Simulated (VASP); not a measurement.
# Rb2AlH4 (I4/mmm) in VASP: single point with PBE

Aim: the single point of Rb2AlH4 with PBE.

All numbers are computed with VASP 6.6.1; they aren't measurements. Logs are shortened: lines on timing, memory, paths and dates and some standing lists are left out, and cuts for length are marked.

### Step 1. The cell of the first run

It takes space group I4/mmm (No. 139, tetragonal). Conventional cell: a = 3.879 Å, b = 3.879 Å, c = 18.956 Å, α = 90.00°, β = 90.00°, γ = 90.00°. Rb (site symmetry 4mm) has 8 H at 2.87 to 3.18 Å and 4 Al at 3.72 Å and 4 Rb at 3.88 Å within 3.9 Å. Al (site symmetry 4/mmm) has 6 H at 1.67 to 1.94 Å within 2.2 Å. Within 2.6 Å of H (site symmetry mmm) lie 2 Al at 1.94 Å and 4 H at 2.56 Å. Within 2.2 Å of H (site symmetry 4mm) lie 1 Al at 1.67 Å.

The cell was built from a structure type or drawn by symmetry, and may not be a known phase.

### Step 2. Single point, PBE

INCAR reads:

```
PREC = Accurate
ENCUT = 520
EDIFF = 1E-6
ISMEAR = 0
SIGMA = 0.1
LREAL = False
LASPH = True
NELM = 100
ALGO = Normal
ISIF = 2
LWAVE = False
LCHARG = False
GGA = PE
NBANDS = 22
```

KPOINTS reads:

```
Automatic mesh
0
Gamma
  14 14 14
```

POSCAR reads:

```
Rb2AlH4
1.0
   -1.9394271000      1.9394271000      9.4778614000
    1.9394271000     -1.9394271000      9.4778614000
    1.9394271000      1.9394271000     -9.4778614000
Rb Al H
2 1 4
Direct
    0.3672670000      0.3672670000      0.0000000000
    0.6327330000      0.6327330000      0.0000000000
    0.0000000000      0.0000000000      0.0000000000
    0.0000000000      0.5000000000      0.5000000000
    0.0878640000      0.0878640000      0.0000000000
    0.5000000000      0.0000000000      0.5000000000
    0.9121360000      0.9121360000      0.0000000000
```

Potentials or basis: VASP PAW PBE potentials, release 64 (Rb_sv, Al, H).

Launch:

```bash
> cat potpaw_PBE.64/Rb_sv/POTCAR potpaw_PBE.64/Al/POTCAR potpaw_PBE.64/H/POTCAR > POTCAR
> mpirun -np 1 vasp_std > vasp.out
```

OUTCAR:

```text
PREC = Accurate
   ENCUT = 520
   EDIFF = 1E-6
   ISMEAR = 0
   LREAL = False
   LASPH = True
   NELM = 100
   ISIF = 2
   GGA = PE

 ion  position               nearest neighbor table
   1  0.367  0.367  0.000-   7 2.87   7 2.87   7 2.87   7 2.87   4 3.18   4 3.18   6 3.18   6 3.18
                             3 3.72   3 3.72   3 3.72   3 3.72   2 5.03   2 5.22   2 5.22   2 5.22
   2  0.633  0.633  0.000-   5 2.87   5 2.87   5 2.87   5 2.87   6 3.18   6 3.18   4 3.18   4 3.18
                             3 3.72   3 3.72   3 3.72   3 3.72   1 5.03   1 5.22   1 5.22   1 5.22
   3  0.000  0.000  0.000-   5 1.67   7 1.67   6 1.94   4 1.94   4 1.94   6 1.94   1 3.72   2 3.72
                             1 3.72   2 3.72   1 3.72   2 3.72   2 3.72   1 3.72
   4  0.000  0.500  0.500-   3 1.94   3 1.94   2 3.18   2 3.18   1 3.18   1 3.18
   5  0.088  0.088  0.000-   3 1.67   2 2.87   2 2.87   2 2.87   2 2.87
   6  0.500  0.000  0.500-   3 1.94   3 1.94   2 3.18   2 3.18   1 3.18   1 3.18
   7  0.912  0.912  0.000-   3 1.67   1 2.87   1 2.87   1 2.87   1 2.87

  LATTYP: Found a body centered tetragonal cell.
 ALAT       =     3.8788542000
 C/A-ratio  =     4.8869387254

  Lattice vectors:

 A1 = (  -1.9394271000,   1.9394271000,   9.4778614000)
 A2 = (   1.9394271000,  -1.9394271000,   9.4778614000)
 A3 = (   1.9394271000,   1.9394271000,  -9.4778614000)

Analysis of symmetry for initial positions (statically):
=====================================================================
 Subroutine PRICEL returns:
 Original cell was already a primitive cell.

 Routine SETGRP: Setting up the symmetry group for a
 body centered tetragonal supercell.

 Subroutine GETGRP returns: Found 16 space group operations
 (whereof 16 operations were pure point group operations)
 out of a pool of 16 trial point group operations.

The static configuration has the point symmetry D_4h.

Analysis of symmetry for dynamics (positions and initial velocities):
=====================================================================
 Subroutine PRICEL returns:
 Original cell was already a primitive cell.

 Routine SETGRP: Setting up the symmetry group for a
 body centered tetragonal supercell.

 Subroutine GETGRP returns: Found 16 space group operations
 (whereof 16 operations were pure point group operations)
 out of a pool of 16 trial point group operations.

The dynamic configuration has the point symmetry D_4h.

 Subroutine INISYM returns: Found 16 space group operations
 (whereof 16 operations are pure point group operations),
 and found     1 'primitive' translations

[... 111 lines left out ...]
   ISYM   =      2    0-nonsym 1-usesym 2-fastsym
   POTIM  = 0.5000    time-step for ionic-motion
   TEBEG  =    0.0;   TEEND  =   0.0 temperature during run
   PSTRESS=    0.0 pullay stress
   NELECT =      25.0000    total number of electrons
   NUPDOWN=      -1.0000    fix difference up-down
   EMIN   =  10.00;   EMAX   =-10.00  energy-range for DOS
   EFERMI =   0.00;   METHOD = LEGACY
   ISMEAR =     0;   SIGMA  =   0.10  broadening in eV -4-tet -1-fermi 0-gaus
   EFERMI_NEDOS =   21; number of points for ismear=-14 and -15
   IALGO  =     38    algorithm
   IMIX   =      4    mixing-type and parameters
     AMIX     =   0.40;   BMIX     =  1.00
     AMIX_MAG =   1.60;   BMIX_MAG =  1.00
  volume/ion in A,a.u.               =      20.37       137.47
  Fermi-wavevector in a.u.,A,eV,Ry     =   0.916254  1.731468 11.422375  0.839521
  Thomas-Fermi vector in A             =   2.041088
   LORBIT       =      0    0 simple, 1 ext, 2 COOP (PROOUT), +10 PAW based schemes
   GGA     = PE    functional components
   LHFCALC =     F    Hartree Fock is set to
   AEXX    =    0.0000 exact exchange contribution
   IVDW    =     0    specifies the selected vdW correction
   LEPSILON=     F    determine dielectric tensor
   LRPA    =     F    only Hartree local field effects (RPA)
 non-spin polarized calculation
 Gauss-broadening in eV      SIGMA  =   0.10
  energy-cutoff  :      520.00
  volume of cell :      142.60
 maximum number of plane-waves:      3862
 NGX is ok and might be reduce to    80
   NGX = 37   NGY = 37   NGZ = 37

 number of electron      24.9999999 magnetization

 Free energy of the ion-electron system (eV)
  ---------------------------------------------------
  ext. energy  EPLUGINS =         0.00000000
  ---------------------------------------------------
  free energy    TOTEN  =       -19.82572138 eV

  energy without entropy =      -19.81692082  energy(sigma->0) =      -19.82132110

 E-fermi :   2.2627     XC(G=0):  -7.4222

 val. band max:        2.2611288157   @ k =  -0.3571   0.2857  -0.0000
 cond. band min:       2.2847057860   @ k =  -0.4286   0.2143   0.0714
 fundamental gap:      0.0235769703
 Fermi energy:         2.2627060838

 k-point     1 :       0.0000    0.0000    0.0000
  band No.  band energies     occupation
      1     -26.6587      2.00000
      2     -26.6560      2.00000
      3     -10.9261      2.00000
      4     -10.7433      2.00000
      5     -10.5463      2.00000
      6     -10.5463      2.00000
[... 589 lines left out ...]
     21       6.6075      0.00000
     22       7.1797      0.00000

 [... further k-points ...]

------------------------ aborting loop because EDIFF is reached ----------------------------------------

  FORCE on cell =-STRESS in cart. coord.  units (eV):
  Direction    XX          YY          ZZ          XY          YZ          ZX
  --------------------------------------------------------------------------------------
  -------------------------------------------------------------------------------------
  Total       -0.0243160     -0.0243160     -0.0211675      0.0000000     -0.0000000      0.0000000
  in kB       -0.2732034     -0.2732034     -0.2378276      0.0000000     -0.0000000      0.0000000
  external PRESSURE =      -0.2614115 kB  Pullay stress =       0.0000000 kB

 VOLUME and BASIS-vectors are now :
 -----------------------------------------------------------------------------
  energy-cutoff  :      520.00
  volume of cell :      142.60
      direct lattice vectors                 reciprocal lattice vectors
    -1.939427100  1.939427100  9.477861400     0.000000000  0.257808092  0.052754517
     1.939427100 -1.939427100  9.477861400     0.257808092  0.000000000  0.052754517
     1.939427100  1.939427100 -9.477861400     0.257808092  0.257808092  0.000000000

 POSITION                                       TOTAL-FORCE (eV/Angst)
 -----------------------------------------------------------------------------------
      0.00000      0.00000      6.96181         0.000000      0.000000     -0.005012
      0.00000      0.00000     11.99391        -0.000000     -0.000000      0.005012
      0.00000      0.00000      0.00000         0.000000      0.000000      0.000000
      1.93943      0.00000      0.00000         0.000000      0.000000      0.000000
      0.00000      0.00000      1.66553        -0.000000     -0.000000     -0.002624
      0.00000      1.93943      0.00000         0.000000      0.000000      0.000000
      0.00000      0.00000     17.29020         0.000000      0.000000      0.002624
 -----------------------------------------------------------------------------------
    total drift:                               -0.000000      0.000000      0.000000

  FREE ENERGIE OF THE ION-ELECTRON SYSTEM (eV)
  ---------------------------------------------------
  free  energy   TOTEN  =       -19.8257213773 eV

  energy  without entropy=      -19.8169208194  energy(sigma->0) =      -19.82132110
```

OSZICAR:

```text
N       E                     dE             d eps       ncg     rms          rms(c)
DAV:   1     0.112211556879E+03    0.11221E+03   -0.98131E+03 10736   0.892E+02
DAV:   2    -0.129959397540E+02   -0.12521E+03   -0.12199E+03 13846   0.188E+02
DAV:   3    -0.217804637612E+02   -0.87845E+01   -0.87389E+01 16254   0.489E+01
DAV:   4    -0.220504420745E+02   -0.26998E+00   -0.26929E+00 16386   0.660E+00
DAV:   5    -0.220571380220E+02   -0.66959E-02   -0.66949E-02 15316   0.960E-01    0.704E+00
DAV:   6    -0.201579453097E+02    0.18992E+01   -0.26797E+00 12560   0.533E+00    0.401E+00
DAV:   7    -0.198312437568E+02    0.32670E+00   -0.11366E+00 13740   0.374E+00    0.186E+00
DAV:   8    -0.198235719282E+02    0.76718E-02   -0.10844E-01 14170   0.137E+00    0.652E-01
DAV:   9    -0.198254677763E+02   -0.18958E-02   -0.84256E-03 14350   0.434E-01    0.143E-01
DAV:  10    -0.198256986060E+02   -0.23083E-03   -0.75923E-04 13520   0.151E-01    0.437E-02
DAV:  11    -0.198257181653E+02   -0.19559E-04   -0.10966E-04 15014   0.559E-02    0.192E-02
DAV:  12    -0.198257206813E+02   -0.25159E-05   -0.36132E-05 13474   0.300E-02    0.530E-03
DAV:  13    -0.198257213773E+02   -0.69599E-06   -0.16926E-06 12806   0.732E-03
   1 F= -.19825721E+02 E0= -.19821321E+02  d E =-.880056E-02
```

It took 31 min on 1 thread of Intel Xeon 6975P-C (Granite Rapids), shared host; peak memory 1.4 GiB.

Results:

* Free energy: -19.8257 eV
* Pressure: 0.0 GPa
* Largest force: 0.005 eV/Å
* Band gap on the k mesh: zero (an odd number of electrons rules out a gap without spin polarisation)

Forces in eV/Å, atoms in the order of the input:
```
Rb   0.000  0.000 -0.005
Rb   0.000  0.000  0.005
Al   0.000  0.000  0.000
H    0.000  0.000  0.000
H    0.000  0.000 -0.003
H    0.000  0.000  0.000
H    0.000  0.000  0.003
```
